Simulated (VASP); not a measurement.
# Cd (Fm-3m) in VASP: further runs

Runs on Cd. Level: PBEsol+D4. Tasks: single point, relaxation of cell and atoms.

All numbers are computed with VASP 6.6.1; they aren't measurements. Logs are shortened: lines on timing, memory, paths and dates and some standing lists are left out, and cuts for length are marked.

## (1) The cell of the first run

The structure is cubic, space group Fm-3m (No. 225). The conventional cell has a = 4.336 Å, b = 4.336 Å, c = 4.336 Å, α = 90.00°, β = 90.00°, γ = 90.00°. Cd (site symmetry m-3m) has 12 Cd at 3.07 Å within 4.0 Å.

This isn't the form of Cd at room conditions, which is hcp.

## (2) Single point, PBEsol+D4

INCAR

```
SYSTEM = Cd
ALGO = Normal
EDIFF = 1E-6
ENCUT = 500
GGA = PS
GGA_COMPAT = .False.
ISIF = 2
ISMEAR = -1
IVDW = 13
LASPH = .True.
LCHARG = .False.
LREAL = .False.
LWAVE = .False.
NBANDS = 12
NELM = 120
PREC = Accurate
SIGMA = 0.05
```

KPOINTS

```
k-points
0
Gamma
  9 9 9
  0 0 0
```

POSCAR

```
Cd
1.0
    0.0000000000      2.1681843373      2.1681843373
    2.1681843373      0.0000000000      2.1681843373
    2.1681843373      2.1681843373      0.0000000000
Cd
1
Direct
    0.0000000000      0.0000000000      0.0000000000
```

Potentials or basis: VASP PAW PBE potentials, release 64 (Cd).

Run with:

```bash
> cat potpaw_PBE.64/Cd/POTCAR > POTCAR
> mpirun -np 1 vasp_std > vasp.out
```

OUTCAR:

```text
SYSTEM = Cd
   EDIFF = 1E-6
   ENCUT = 500
   GGA = PS
   ISIF = 2
   ISMEAR = -1
   IVDW = 13
   LASPH = .True.
   LREAL = .False.
   NELM = 120
   PREC = Accurate

 ion  position               nearest neighbor table
   1  0.000  0.000  0.000-

  LATTYP: Found a face centered cubic cell.
 ALAT       =     4.3363686746

  Lattice vectors:

 A1 = (   0.0000000000,   2.1681843373,   2.1681843373)
 A2 = (   2.1681843373,   0.0000000000,   2.1681843373)
 A3 = (   2.1681843373,   2.1681843373,   0.0000000000)

Analysis of symmetry for initial positions (statically):
=====================================================================
 Subroutine PRICEL returns:
 Original cell was already a primitive cell.

 Routine SETGRP: Setting up the symmetry group for a
 face centered cubic supercell.

 Subroutine GETGRP returns: Found 48 space group operations
 (whereof 48 operations were pure point group operations)
 out of a pool of 48 trial point group operations.

The static configuration has the point symmetry O_h .

Analysis of symmetry for dynamics (positions and initial velocities):
=====================================================================
 Subroutine PRICEL returns:
 Original cell was already a primitive cell.

 Routine SETGRP: Setting up the symmetry group for a
 face centered cubic supercell.

 Subroutine GETGRP returns: Found 48 space group operations
 (whereof 48 operations were pure point group operations)
 out of a pool of 48 trial point group operations.

The dynamic configuration has the point symmetry O_h .

 Subroutine INISYM returns: Found 48 space group operations
 (whereof 48 operations are pure point group operations),
 and found     1 'primitive' translations

----------------------------------------------------------------------------------------

                                     Primitive cell

  volume of cell :      20.3854

  direct lattice vectors                    reciprocal lattice vectors
     0.000000000  2.168184337  2.168184337    -0.230607699  0.230607699  0.230607699
     2.168184337  0.000000000  2.168184337     0.230607699 -0.230607699  0.230607699
     2.168184337  2.168184337  0.000000000     0.230607699  0.230607699 -0.230607699

  length of vectors
     3.066275696  3.066275696  3.066275696     0.399424250  0.399424250  0.399424250

  position of ions in fractional coordinates (direct lattice)
     0.000000000  0.000000000  0.000000000

  ion indices of the primitive-cell ions
   primitive index   ion index
                 1           1

----------------------------------------------------------------------------------------

 KPOINTS: k-points

Automatic generation of k-mesh.
 Grid dimensions read from file:
 generate k-points for:    9    9    9

 Generating k-lattice:

  Cartesian coordinates                     Fractional coordinates (reciprocal lattice)
    -0.025623078  0.025623078  0.025623078     0.111111111  0.000000000  0.000000000
     0.025623078 -0.025623078  0.025623078     0.000000000  0.111111111  0.000000000
     0.025623078  0.025623078 -0.025623078     0.000000000  0.000000000  0.111111111

  Length of vectors
     0.044380472  0.044380472  0.044380472

  Shift w.r.t. Gamma in fractional coordinates (k-lattice)
     0.000000000  0.000000000  0.000000000

 Subroutine IBZKPT returns following result:
 ===========================================

 Found     35 irreducible k-points:

 Following reciprocal coordinates:
            Coordinates               Weight
  0.000000  0.000000  0.000000      1.000000
  0.111111  0.000000  0.000000      8.000000
  0.222222  0.000000  0.000000      8.000000
  0.333333  0.000000  0.000000      8.000000
  0.444444  0.000000  0.000000      8.000000
  0.111111  0.111111  0.000000      6.000000
[... 16 lines left out ...]
 -0.333333  0.333333  0.000000     12.000000
  0.444444  0.444444  0.000000      6.000000
 [... further k-points ...]
   k-points           NKPTS =     35   k-points in BZ     NKDIM =     35   number of bands    NBANDS=     12
   number of dos      NEDOS =    301   number of ions     NIONS =      1
   total plane-waves  NPLWV =  13824
   dimension x,y,z NGX =    24 NGY =   24 NGZ =   24
   dimension x,y,z NGXF=    48 NGYF=   48 NGZF=   48
   ions per type =               1
   NGX,Y,Z   is equivalent  to a cutoff of  13.01, 13.01, 13.01 a.u.
   NGXF,Y,Z  is equivalent  to a cutoff of  26.02, 26.02, 26.02 a.u.
 SYSTEM =  Cd
   PREC   = accura    normal or accurate (medium, high low for compatibility)
   ISTART =      0    job   : 0-new  1-cont  2-samecut
   ICHARG =      2    charge: 1-file 2-atom 10-const
   ISPIN  =      1    spin polarized calculation?
   LNONCOLLINEAR =      F non collinear calculations
   LSORBIT =      F    spin-orbit coupling
   LASPH  =      T    aspherical Exc in radial PAW
   ENCUT  =  500.0 eV  36.75 Ry    6.06 a.u.   5.59  5.59  5.59*2*pi/ulx,y,z
   NELM   =    120;   NELMIN=  2; NELMDL= -5     # of ELM steps
   EDIFF  = 0.1E-05   stopping-criterion for ELM
   LREAL  =      F    real-space projection
   EDIFFG = 0.1E-04   stopping-criterion for IOM
   NSW    =      0    number of steps for IOM
   IBRION =     -1    ionic relax: 0-MD 1-quasi-New 2-CG
   NFREE  =      0    steps in history (QN), initial steepest desc. (CG)
   ISIF   =      2    stress and relaxation
   ISYM   =      2    0-nonsym 1-usesym 2-fastsym
   POTIM  = 0.5000    time-step for ionic-motion
   TEBEG  =    0.0;   TEEND  =   0.0 temperature during run
   PSTRESS=    0.0 pullay stress
   NELECT =      12.0000    total number of electrons
   NUPDOWN=      -1.0000    fix difference up-down
   EMIN   =  10.00;   EMAX   =-10.00  energy-range for DOS
   EFERMI =   0.00;   METHOD = LEGACY
   ISMEAR =    -1;   SIGMA  =   0.05  broadening in eV -4-tet -1-fermi 0-gaus
   EFERMI_NEDOS =   21; number of points for ismear=-14 and -15
   IALGO  =     38    algorithm
   IMIX   =      4    mixing-type and parameters
     AMIX     =   0.40;   BMIX     =  1.00
     AMIX_MAG =   1.60;   BMIX_MAG =  1.00
  volume/ion in A,a.u.               =      20.39       137.57
  Fermi-wavevector in a.u.,A,eV,Ry     =   1.372026  2.592753 25.612364  1.882456
  Thomas-Fermi vector in A             =   2.497670
   LORBIT       =      0    0 simple, 1 ext, 2 COOP (PROOUT), +10 PAW based schemes
   GGA     = PS    functional components
   LHFCALC =     F    Hartree Fock is set to
   AEXX    =    0.0000 exact exchange contribution
   IVDW    =    13    specifies the selected vdW correction
   LEPSILON=     F    determine dielectric tensor
   LRPA    =     F    only Hartree local field effects (RPA)
 non-spin polarized calculation
  energy-cutoff  :      500.00
  volume of cell :       20.39
 maximum number of plane-waves:       534
   NGX = 11   NGY = 11   NGZ = 11

 number of electron      11.9999999 magnetization

 Free energy of the ion-electron system (eV)
  ---------------------------------------------------
  ext. energy  EPLUGINS =         0.00000000
  ---------------------------------------------------
  free energy    TOTEN  =        -1.17600449 eV

  energy without entropy =       -1.17317940  energy(sigma->0) =       -1.17459195

 E-fermi :   3.0667     XC(G=0): -11.5314

 val. band max:        3.0420381807   @ k =   0.4444   0.0000   0.0000
 cond. band min:       3.3113437781   @ k =  -0.3333   0.4444   0.2222
 fundamental gap:      0.2693055973
 Fermi energy:         3.0667086490

 k-point     1 :       0.0000    0.0000    0.0000
  band No.  band energies     occupation
      1      -6.1826      2.00000
      2      -6.1001      2.00000
      3      -6.1001      2.00000
      4      -6.1001      2.00000
      5      -5.5675      2.00000
      6      -5.5675      2.00000
      7      17.2959      0.00000
      8      18.7672      0.00000
      9      18.7672      0.00000
     10      18.7672      0.00000
     11      22.2874      0.00000
     12      22.2874      0.00000

 k-point     2 :       0.1111    0.0000    0.0000
  band No.  band energies     occupation
      1      -6.1849      2.00000
      2      -6.0454      2.00000
      3      -6.0454      2.00000
      4      -5.7964      2.00000
      5      -5.5783      2.00000
      6      -5.5783      2.00000
      7      15.1667      0.00000
      8      17.6487      0.00000
      9      18.3332      0.00000
     10      18.3332      0.00000
     11      22.4591      0.00000
     12      23.0114      0.00000

 k-point     3 :       0.2222    0.0000    0.0000
  band No.  band energies     occupation
      1      -6.3689      2.00000
      2      -5.9819      2.00000
      3      -5.9819      2.00000
      4      -5.5225      2.00000
      5      -5.5225      2.00000
      6      -4.6780      2.00000
      7      10.7887      0.00000
      8      17.4430      0.00000
      9      17.5550      0.00000
     10      17.5550      0.00000
     11      21.9594      0.00000
     12      22.4617      0.00000
[... 286 lines left out ...]
 k-point    23 :      -0.3333    0.3333    0.0000
  band No.  band energies     occupation
      1      -6.5113      2.00000
      2      -6.0718      2.00000
      3      -5.8151      2.00000
      4      -5.5438      2.00000
      5      -5.2741      2.00000
      6       2.4806      1.99998
      7       5.0414      0.00000
      8       6.1252      0.00000
      9      12.8004      0.00000
     10      15.4729      0.00000
     11      25.0656      0.00000
     12      25.9770      0.00000

 k-point    24 :       0.4444    0.4444    0.0000
  band No.  band energies     occupation
      1      -6.8310      2.00000
      2      -6.7552      2.00000
      3      -5.1726      2.00000
      4      -5.0640      2.00000
      5      -5.0640      2.00000
      6       1.1440      2.00000
      7       5.9937      0.00000
      8      10.3212      0.00000
      9      10.3212      0.00000
     10      14.7554      0.00000
     11      14.9006      0.00000
     12      30.7459      0.00000

 [... further k-points ...]

------------------------ aborting loop because EDIFF is reached ----------------------------------------

  DFT-D4 for vdW energy calculation

  Edisp (eV):   -0.24989

  FORCE on cell =-STRESS in cart. coord.  units (eV):
  Direction    XX          YY          ZZ          XY          YZ          ZX
  --------------------------------------------------------------------------------------
  -------------------------------------------------------------------------------------
  Total       0.05139     0.05139     0.05139     0.00000     0.00000    -0.00000
  in kB       4.03913     4.03913     4.03913     0.00000     0.00000    -0.00000
  external pressure =        4.04 kB  Pullay stress =        0.00 kB

 VOLUME and BASIS-vectors are now :
 -----------------------------------------------------------------------------
  energy-cutoff  :      500.00
  volume of cell :       20.39
      direct lattice vectors                 reciprocal lattice vectors
     0.000000000  2.168184337  2.168184337    -0.230607699  0.230607699  0.230607699
     2.168184337  0.000000000  2.168184337     0.230607699 -0.230607699  0.230607699
     2.168184337  2.168184337  0.000000000     0.230607699  0.230607699 -0.230607699

 POSITION                                       TOTAL-FORCE (eV/Angst)
 -----------------------------------------------------------------------------------
      0.00000      0.00000      0.00000        -0.000000     -0.000000      0.000000
 -----------------------------------------------------------------------------------
    total drift:                               -0.000000      0.000000     -0.000000

  FREE ENERGIE OF THE ION-ELECTRON SYSTEM (eV)
  ---------------------------------------------------
  free  energy   TOTEN  =        -1.4258960854 eV

  energy  without entropy=       -1.4230709960  energy(sigma->0) =       -1.42448354
```

Run time: 3 s. Hardware: 1 thread of Intel Xeon 6975P-C (Granite Rapids), shared host; peak memory 0.14 GiB.

What came out:

```
Free energy                : -1.4259 eV
Pressure                   : 0.4 GPa
Band gap on the k mesh     : zero (bands 6 and 7 overlap by 1.51 eV)
Dispersion energy per atom : -0.250 eV
```

Caveat: the PAW data sets were made with another functional, which shifts forces and pressure a little.

## (3) Relaxation of cell and atoms, PBEsol+D4

This run uses another cell than the first one, of 21.59 Å³/atom.

INCAR

```
PREC = Accurate
ENCUT = 500
EDIFF = 1E-7
ISMEAR = -1
SIGMA = 0.05
LREAL = False
LASPH = True
NELM = 120
ALGO = Normal
ISIF = 3
LWAVE = False
LCHARG = False
GGA = PS
IVDW = 13
IBRION = 2
NSW = 60
EDIFFG = -0.02
GGA_COMPAT = False
NELMIN = 4
```

KPOINTS

```
regular mesh
0
Gamma
  9 9 9
```

POSCAR

```
Cd
1.0
    0.0000000000      2.2100000000      2.2100000000
    2.2100000000      0.0000000000      2.2100000000
    2.2100000000      2.2100000000      0.0000000000
Cd
1
Direct
    0.0000000000      0.0000000000      0.0000000000
```

Potentials or basis: VASP PAW PBE potentials, release 64 (Cd).

Run with:

```bash
> cat potpaw_PBE.64/Cd/POTCAR > POTCAR
> mpirun -np 1 vasp_std > vasp.out
```

Run time: 6.1 s. Hardware: 1 thread of Intel Xeon 6975P-C (Granite Rapids), shared host; peak memory 0.15 GiB.

Results (log left out):

| Quantity | Value |
| --- | --- |
| Free energy | -1.4261 eV |
| Relaxed volume | 20.51 Å³/atom |
| Relaxed cell | a = 3.073 Å, b = 3.073 Å, c = 3.073 Å, α = 60.00°, β = 60.00°, γ = 60.00° |
| Space group after relaxing (to 0.1 Å) | Fm-3m (No. 225) |
| Energy gained by relaxing | 10.2 meV/atom |
| Ionic steps | 3 |
| Pressure after relaxing | 0.0 GPa |
| Band gap on the k mesh | zero (bands 6 and 7 overlap by 1.53 eV) |
| Dispersion energy per atom | -0.248 eV |

Step by step:
```tsv
step	energy change (eV)	largest force (eV/Å)	pressure (GPa)	volume (Å³)
1	0.0000	0.0000	-2.86	21.59
2	-0.0101	0.0000	0.35	20.40
3	-0.0102	0.0000	0.00	20.51
```

Final structure:
```cif
data_structure
_symmetry_space_group_name_H-M 'P 1'
_symmetry_Int_Tables_number 1
_cell_length_a 3.0726
_cell_length_b 3.0726
_cell_length_c 3.0726
_cell_angle_alpha 60.000
_cell_angle_beta 60.000
_cell_angle_gamma 60.000
_cell_volume 20.51
loop_
_atom_site_label
_atom_site_type_symbol
_atom_site_fract_x
_atom_site_fract_y
_atom_site_fract_z
_atom_site_occupancy
Cd1 Cd 0.00000 0.00000 0.00000 1
```

Levels at points of the mesh, in eV from the Fermi level:
| k point | band 2 | band 3 | band 4 | band 5 | band 6 | band 7 | band 8 | band 9 | band 10 |
| --- | --- | --- | --- | --- | --- | --- | --- | --- | --- |
| (0.00, 0.00, 0.00) | -9.14 | -9.14 | -9.14 | -8.62 | -8.62 | 14.21 | 15.64 | 15.64 | 15.64 |

Caveat: the PAW data sets were made with another functional, which shifts forces and pressure a little.
